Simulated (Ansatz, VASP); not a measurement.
# One calculation of Al, two programs

```xyz
1
Lattice="0.0000 2.0189 1.7300 2.0189 0.0000 1.7300 2.0189 2.0189 0.0000" Properties=species:S:1:pos:R:3 pbc="T T T"
Al    0.0000    0.0000    0.0000
```

Alike in both runs: task single point; functional PBE; dispersion D3(BJ); k mesh 22 × 22 × 22; occupations gaussian, width 0.15 eV; no spin polarisation.

```csv
,VASP,Ansatz
version,VASP 6.6.1,Ansatz 0.2.0
potentials or method,"VASP PAW PBE potentials, release 64 (Al), cutoff 520 eV","scalar-relativistic, plane waves, PAW"
valence electrons in the cell,3,3
```

```csv
,VASP,Ansatz,Ansatz less VASP
gap on the k mesh at the Fermi level (eV),none,none,-
pressure (GPa),13.7,13.6,-0.02
"traceless stress, the component that is largest in VASP (GPa)",6.99,6.96,-0.031
```

A gap of «none» marks a metal or a gap that the smearing closes.
